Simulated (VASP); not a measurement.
# Cr (P6/mmm) in VASP: further runs

The runs below take Cr through single point, with PBEsol.

Everything below comes from runs of VASP 6.6.1. Logs are shortened: lines on timing, memory, paths and dates and some standing lists are left out, and cuts for length are marked.

## Step 1: The cell of the first run

The structure is hexagonal, space group P6/mmm (No. 191). The conventional cell has a = 4.185 Å, b = 4.185 Å, c = 2.259 Å, α = 90.00°, β = 90.00°, γ = 120.00°. Cr (site symmetry 6/mmm) has 14 Cr at 2.26 to 2.67 Å within 3.0 Å. Cr (site symmetry -6m2) has 11 Cr at 2.26 to 2.67 Å within 3.0 Å.

This isn't the form of Cr at room conditions, which is bcc.

## Step 2: Single point, PBEsol (11.42 Å³/atom)

Input file INCAR:

```
PREC = Accurate
ENCUT = 520
EDIFF = 1E-7
ISMEAR = -1
SIGMA = 0.1
LREAL = False
LASPH = True
NELM = 80
ALGO = Normal
ISIF = 2
LWAVE = False
LCHARG = False
GGA = PS
NBANDS = 25
```

Input file KPOINTS:

```
Automatic mesh
0
Gamma
  10 10 16
```

Input file POSCAR:

```
Cr
1.0
    4.1849578108      0.0000000000      0.0000000000
   -2.0924789054      3.6242797779      0.0000000000
    0.0000000000      0.0000000000      2.2589748583
Cr
3
Direct
    0.0000000000      1.0000000000      0.0000000000
    0.3333333333      0.6666666667      0.5000000000
    0.6666666667      0.3333333333      0.5000000000
```

Potentials or basis: VASP PAW PBE potentials, release 64 (Cr_pv).

Started as:

```
> cat potpaw_PBE.64/Cr_pv/POTCAR > POTCAR
> mpirun -np 1 vasp_std > vasp.out
```

OUTCAR:

```text
PREC = Accurate
   ENCUT = 520
   EDIFF = 1E-7
   ISMEAR = -1
   LREAL = False
   LASPH = True
   NELM = 80
   ISIF = 2
   GGA = PS

 ion  position               nearest neighbor table
   1  0.000  0.000  0.000-   2 2.67   3 2.67   2 2.67   3 2.67   2 2.67   2 2.67   3 2.67   3 2.67
                             3 2.67   3 2.67   2 2.67   2 2.67
   2  0.333  0.667  0.500-   3 2.42   3 2.42   3 2.42   1 2.67   1 2.67   1 2.67   1 2.67   1 2.67
                             1 2.67
   3  0.667  0.333  0.500-   2 2.42   2 2.42   2 2.42   1 2.67   1 2.67   1 2.67   1 2.67   1 2.67
                             1 2.67

  LATTYP: Found a hexagonal cell.
 ALAT       =     4.1849578108
 C/A-ratio  =     0.5397843803

  Lattice vectors:

 A1 = (   4.1849578108,   0.0000000000,   0.0000000000)
 A2 = (  -2.0924789054,   3.6242797779,   0.0000000000)
 A3 = (   0.0000000000,   0.0000000000,   2.2589748583)

Analysis of symmetry for initial positions (statically):
=====================================================================
 Subroutine PRICEL returns:
 Original cell was already a primitive cell.

 Routine SETGRP: Setting up the symmetry group for a
 hexagonal supercell.

 Subroutine GETGRP returns: Found 24 space group operations
 (whereof 24 operations were pure point group operations)
 out of a pool of 24 trial point group operations.

The static configuration has the point symmetry D_6h.

Analysis of symmetry for dynamics (positions and initial velocities):
=====================================================================
 Subroutine PRICEL returns:
 Original cell was already a primitive cell.

 Routine SETGRP: Setting up the symmetry group for a
 hexagonal supercell.

 Subroutine GETGRP returns: Found 24 space group operations
 (whereof 24 operations were pure point group operations)
 out of a pool of 24 trial point group operations.

The dynamic configuration has the point symmetry D_6h.

 Subroutine INISYM returns: Found 24 space group operations
 (whereof 24 operations are pure point group operations),
 and found     1 'primitive' translations

----------------------------------------------------------------------------------------

                                     Primitive cell

  volume of cell :      34.2629

  direct lattice vectors                    reciprocal lattice vectors
     4.184957811  0.000000000  0.000000000     0.238951035  0.137958444  0.000000000
[... 86 lines left out ...]
   ENCUT  =  520.0 eV  38.22 Ry    6.18 a.u.   7.78  7.78  4.20*2*pi/ulx,y,z
   NELM   =     80;   NELMIN=  2; NELMDL= -5     # of ELM steps
   EDIFF  = 0.1E-06   stopping-criterion for ELM
   LREAL  =      F    real-space projection
   EDIFFG = 0.1E-05   stopping-criterion for IOM
   NSW    =      0    number of steps for IOM
   IBRION =     -1    ionic relax: 0-MD 1-quasi-New 2-CG
   NFREE  =      0    steps in history (QN), initial steepest desc. (CG)
   ISIF   =      2    stress and relaxation
   ISYM   =      2    0-nonsym 1-usesym 2-fastsym
   POTIM  = 0.5000    time-step for ionic-motion
   TEBEG  =    0.0;   TEEND  =   0.0 temperature during run
   PSTRESS=    0.0 pullay stress
   NELECT =      36.0000    total number of electrons
   NUPDOWN=      -1.0000    fix difference up-down
   EMIN   =  10.00;   EMAX   =-10.00  energy-range for DOS
   EFERMI =   0.00;   METHOD = LEGACY
   ISMEAR =    -1;   SIGMA  =   0.10  broadening in eV -4-tet -1-fermi 0-gaus
   EFERMI_NEDOS =   21; number of points for ismear=-14 and -15
   IALGO  =     38    algorithm
   IMIX   =      4    mixing-type and parameters
     AMIX     =   0.40;   BMIX     =  1.00
     AMIX_MAG =   1.60;   BMIX_MAG =  1.00
  volume/ion in A,a.u.               =      11.42        77.07
  Fermi-wavevector in a.u.,A,eV,Ry     =   1.664310  3.145090 37.687163  2.769928
  Thomas-Fermi vector in A             =   2.750876
   LORBIT       =      0    0 simple, 1 ext, 2 COOP (PROOUT), +10 PAW based schemes
   GGA     = PS    functional components
   LHFCALC =     F    Hartree Fock is set to
   AEXX    =    0.0000 exact exchange contribution
   IVDW    =     0    specifies the selected vdW correction
   LEPSILON=     F    determine dielectric tensor
   LRPA    =     F    only Hartree local field effects (RPA)
 non-spin polarized calculation
  energy-cutoff  :      520.00
  volume of cell :       34.26
 maximum number of plane-waves:       956
 NGX is ok and might be reduce to    32
   NGX = 15   NGY = 15   NGZ =  9

 number of electron      35.9999997 magnetization

 Free energy of the ion-electron system (eV)
  ---------------------------------------------------
  ext. energy  EPLUGINS =         0.00000000
  ---------------------------------------------------
  free energy    TOTEN  =       -29.75093613 eV

  energy without entropy =      -29.60343650  energy(sigma->0) =      -29.67718631

 E-fermi :  10.9176     XC(G=0): -13.8684

 val. band max:       10.9147998121   @ k =   0.3000   0.1000   0.1875
 cond. band min:      10.9252259408   @ k =   0.4000   0.0000   0.4375
 fundamental gap:      0.0104261287
 Fermi energy:        10.9176447146

 k-point     1 :       0.0000    0.0000    0.0000
  band No.  band energies     occupation
      1     -32.1071      2.00000
      2     -32.1071      2.00000
      3     -32.0696      2.00000
      4     -32.0696      2.00000
      5     -31.4762      2.00000
      6     -31.4762      2.00000
[... 661 lines left out ...]
     24      13.2622      0.00000
     25      13.3498      0.00000

 [... further k-points ...]

------------------------ aborting loop because EDIFF is reached ----------------------------------------

  FORCE on cell =-STRESS in cart. coord.  units (eV):
  Direction    XX          YY          ZZ          XY          YZ          ZX
  --------------------------------------------------------------------------------------
  -------------------------------------------------------------------------------------
  Total       -0.1227747     -0.1227747      0.0335790      0.0000000     -0.0000000      0.0000000
  in kB       -5.7411034     -5.7411034      1.5701973      0.0000000     -0.0000000      0.0000000
  external PRESSURE =      -3.3040032 kB  Pullay stress =       0.0000000 kB

 VOLUME and BASIS-vectors are now :
 -----------------------------------------------------------------------------
  energy-cutoff  :      520.00
  volume of cell :       34.26
      direct lattice vectors                 reciprocal lattice vectors
     4.184957811  0.000000000  0.000000000     0.238951035  0.137958444  0.000000000
    -2.092478905  3.624279778  0.000000000     0.000000000  0.275916889  0.000000000
     0.000000000  0.000000000  2.258974858     0.000000000  0.000000000  0.442678676

 POSITION                                       TOTAL-FORCE (eV/Angst)
 -----------------------------------------------------------------------------------
      0.00000      0.00000      0.00000         0.000000      0.000000      0.000000
     -0.00000      2.41619      1.12949         0.000000     -0.000000      0.000000
      2.09248      1.20809      1.12949        -0.000000      0.000000     -0.000000
 -----------------------------------------------------------------------------------
    total drift:                               -0.000000      0.000000      0.000000

  FREE ENERGIE OF THE ION-ELECTRON SYSTEM (eV)
  ---------------------------------------------------
  free  energy   TOTEN  =       -29.7509361258 eV

  energy  without entropy=      -29.6034365015  energy(sigma->0) =      -29.67718631
```

OSZICAR:

```text
N       E                     dE             d eps       ncg     rms          rms(c)
DAV:   1     0.411096066694E+03    0.41110E+03   -0.20541E+04  6300   0.180E+03
DAV:   2    -0.157209454479E+02   -0.42682E+03   -0.41661E+03  6405   0.525E+02
DAV:   3    -0.341253563955E+02   -0.18404E+02   -0.17907E+02  7226   0.125E+02
DAV:   4    -0.345664124844E+02   -0.44106E+00   -0.43688E+00  7208   0.184E+01
DAV:   5    -0.345792690888E+02   -0.12857E-01   -0.12851E-01  7707   0.309E+00    0.235E+01
DAV:   6    -0.298399982374E+02    0.47393E+01   -0.26710E+01  6683   0.498E+01    0.291E+00
DAV:   7    -0.301084872208E+02   -0.26849E+00   -0.18667E+00  8093   0.167E+01    0.661E+00
DAV:   8    -0.297797818886E+02    0.32871E+00   -0.13120E+00  7997   0.105E+01    0.151E+00
DAV:   9    -0.297517805338E+02    0.28001E-01   -0.47187E-02  6810   0.256E+00    0.278E-01
DAV:  10    -0.297509489960E+02    0.83154E-03   -0.71688E-03  7612   0.788E-01    0.785E-02
DAV:  11    -0.297509405639E+02    0.84320E-05   -0.24133E-04  8016   0.146E-01    0.513E-02
DAV:  12    -0.297509401705E+02    0.39349E-06   -0.21524E-05  7881   0.437E-02    0.150E-02
DAV:  13    -0.297509368193E+02    0.33512E-05   -0.35765E-06  7736   0.193E-02    0.451E-03
DAV:  14    -0.297509358894E+02    0.92987E-06   -0.29465E-07  5290   0.590E-03    0.920E-04
DAV:  15    -0.297509360116E+02   -0.12218E-06   -0.25204E-08  3219   0.198E-03    0.258E-04
DAV:  16    -0.297509361229E+02   -0.11129E-06   -0.56546E-09  3215   0.871E-04    0.145E-04
DAV:  17    -0.297509361258E+02   -0.29086E-08   -0.19660E-09  3213   0.447E-04
   1 F= -.29750936E+02 E0= -.29677186E+02  d E =-.147500E+00
```

Wall time 54 s (1 thread of AMD EPYC 9R45 (Zen 5), shared host); peak memory 0.18 GiB.

Results:

- Free energy: -29.7509 eV
- Pressure: -0.3 GPa
- Band gap on the k mesh: zero (bands 18 and 19 overlap by 0.83 eV)

Stress tensor (GPa, compression positive):
```
-0.57  0.00  0.00
 0.00 -0.57  0.00
 0.00  0.00  0.16
```

Caveat: the PAW data sets were made with another functional, which shifts forces and pressure a little; the run has no spin polarisation, though such a crystal can be magnetic. Spin polarisation is off, so any magnetic state and its effect on volume and gap are missing.

## Step 3: Single point, PBEsol (11.88 Å³/atom)

This run uses another cell than the first one, of 11.88 Å³/atom.

Input file INCAR:

```
ALGO = Normal
EDIFF = 1E-6
ENCUT = 520
GGA = PS
ISIF = 2
ISMEAR = -1
LASPH = True
LCHARG = False
LREAL = False
LWAVE = False
NBANDS = 25
NELM = 100
PREC = Accurate
SIGMA = 0.1
```

Input file KPOINTS:

```
k-points
0
Gamma
  10 10 16
```

Input file POSCAR:

```
Cr
1.0
    4.2400293606      0.0000000000      0.0000000000
   -2.1200146803      3.6719731391      0.0000000000
    0.0000000000      0.0000000000      2.2887016207
Cr
3
Direct
    0.0000000000      1.0000000000      0.0000000000
    0.3333333333      0.6666666667      0.5000000000
    0.6666666667      0.3333333333      0.5000000000
```

Potentials or basis: VASP PAW PBE potentials, release 64 (Cr_pv).

Started as:

```
> cat potpaw_PBE.64/Cr_pv/POTCAR > POTCAR
> mpirun -np 1 vasp_std > vasp.out
```

It took 46 s on 1 thread of AMD EPYC 9R45 (Zen 5), shared host; peak memory 0.18 GiB.

The run converged. Its results:

```
Free energy            : -29.7075 eV
Pressure               : -9.6 GPa
Band gap on the k mesh : zero (bands 18 and 19 overlap by 0.73 eV)
```

Stress tensor (GPa, compression positive):
```
-9.61  0.00  0.00
 0.00 -9.61  0.00
 0.00  0.00 -9.72
```

Levels at points of the mesh, in eV from the Fermi level:
| k point | band 14 | band 15 | band 16 | band 17 | band 18 | band 19 | band 20 | band 21 | band 22 | band 23 |
| --- | --- | --- | --- | --- | --- | --- | --- | --- | --- | --- |
| (0.00, 0.00, 0.00) | -2.13 | -2.06 | -2.06 | -1.81 | -0.33 | -0.33 | 1.31 | 1.31 | 1.36 | 1.36 |
| (0.50, 0.00, 0.00) | -2.40 | -1.97 | -1.78 | -1.62 | 0.40 | 0.75 | 1.34 | 1.44 | 1.50 | 1.75 |
| (0.00, 0.00, 0.50) | -2.48 | -1.65 | -0.92 | -0.92 | 0.07 | 0.07 | 1.54 | 1.54 | 1.94 | 1.94 |
| (0.50, 0.00, 0.50) | -1.93 | -1.41 | -1.28 | -0.18 | -0.10 | 0.85 | 0.91 | 1.52 | 1.57 | 2.52 |

Caveat: the cell stands under tension; the PAW data sets were made with another functional, which shifts forces and pressure a little; the run has no spin polarisation, though such a crystal can be magnetic. Spin polarisation is off, so any magnetic state and its effect on volume and gap are missing.

[end of part 1 of 2]
